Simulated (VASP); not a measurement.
Al, 1 atom in the cell. The structure is cubic, space group Im-3m (No. 229). Conventional cell: a = 3.189 Å, b = 3.189 Å, c = 3.189 Å, α = 90.00°, β = 90.00°, γ = 90.00°. Within 3.6 Å of Al (site symmetry m-3m) lie 14 Al at 2.76 to 3.19 Å. 

* Program: VASP 6.6.1
* Task: single point
* Functional: LDA
* Potentials or basis: VASP PAW LDA potentials, release 64 (Al)
* Cutoff: 520 eV
* k mesh: 19 × 19 × 19
* Occupations: fermi-dirac, width 0.08 eV
* Spin: no spin polarisation
* Dipole correction: no
* Further INCAR settings: ALGO = Normal; EDIFF = 1e-06; NBANDS = 8

Potentials or basis: VASP PAW LDA potentials, release 64 (Al).

Run with:

```console
$ cat potpaw_LDA.64/Al/POTCAR > POTCAR
$ mpirun -np 1 vasp_std > vasp.out
```

Hardware: 1 thread of AMD EPYC 9R45 (Zen 5), on a shared host.

**Question.** How long does it take, and how much memory?

**Answer.** Run time: 13 s on 1 thread of AMD EPYC 9R45 (Zen 5) (shared host), peak memory 0.11 GiB. Counts: scf iterations 9, k points 220.
